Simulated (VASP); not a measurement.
Write the native input for VASP 6.6.1 that does the following.

```
Task                   : single point
Functional             : PBE
Potentials or basis    : VASP PAW PBE potentials, release 64 (Ce, O)
Cutoff                 : 520 eV
k mesh                 : 12 × 12 × 12
Occupations            : gaussian, width 0.05 eV
Spin                   : no spin polarisation
Dipole correction      : no
Further INCAR settings : ALGO = Normal; EDIFF = 1e-06; NBANDS = 19
```

The structure of CeO2 lies in POSCAR:

```
CeO2
1.0
    0.0000000000      2.7502227850      2.7502227850
    2.7502227850      0.0000000000      2.7502227850
    2.7502227850      2.7502227850      0.0000000000
Ce O
1 2
Direct
    0.0000000000      0.0000000000      0.0000000000
    0.2500000000      0.2500000000      0.2500000000
    0.7500000000      0.7500000000      0.7500000000
```

These files were run (other wordings do the same):

INCAR

```
SYSTEM = CeO2
  ALGO = Normal
  EDIFF = 1E-6
  ENCUT = 520
  GGA = PE
  ISIF = 2
  ISMEAR = 0
  LASPH = .TRUE.
  LCHARG = .FALSE.
  LREAL = .FALSE.
  LWAVE = .FALSE.
  NBANDS = 19
  NELM = 80
  PREC = Accurate
  SIGMA = 0.05
```

KPOINTS

```
k-points
0
G
  12 12 12
  0 0 0
```

Potentials or basis: VASP PAW PBE potentials, release 64 (Ce, O).

Launch:

```bash
$ cat potpaw_PBE.64/Ce/POTCAR potpaw_PBE.64/O/POTCAR > POTCAR
$ mpirun -np 1 vasp_std > vasp.out
```

Results of the run:

```
Pressure               : -3.3 GPa
Band gap on the k mesh : 1.81 eV (least direct gap 1.90 eV)
```

Caveat: the cell stands under tension; spin-orbit coupling is left out, which moves the levels of the heavy elements.

Wall time 2.3 min on 1 thread of Intel Xeon 8259CL (shared host), peak memory 0.22 GiB.
